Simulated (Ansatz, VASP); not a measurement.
## CaSe: VASP beside Ansatz

```
Ca Se
1.0
     0.00000    3.20100    3.20100
     3.20100    0.00000    3.20100
     3.20100    3.20100    0.00000
Ca Se
1 1
Direct
  0.00000 0.00000 0.00000
  0.75000 0.75000 0.75000
```

Change from the starting cell: strain -0.030 along x and y, -0.030 along z, atoms carried along.

Alike in both runs: task single point; functional LDA; k mesh 6 × 6 × 6; occupations gaussian, width 0.05 eV; no spin polarisation.

|  | VASP | Ansatz |
| --- | --- | --- |
| version | VASP 6.6.1 | Ansatz 0.2.0 |
| potentials or method | VASP PAW LDA potentials, release 64 (Ca_sv, Se), cutoff 520 eV | scalar-relativistic, plane waves, PAW |
| valence electrons in the cell | 16 | 26 |

Ansatz gave:

```
gap on the k mesh at the Fermi level (eV) : 3.15
least direct gap on the mesh (eV)         : 3.29
pressure (GPa)                            : 0.3
```

Q: Which values does VASP return?

A: gap on the k mesh at the Fermi level (eV): 3.17; least direct gap on the mesh (eV): 3.31; pressure (GPa): 0.5.

LDA's correlation is that of Perdew and Zunger in VASP and of Perdew and Wang (1992) in Ansatz. VASP's potentials hold 16 valence electrons a cell and Ansatz's 26, so a difference there can come from the potentials and not from the codes.
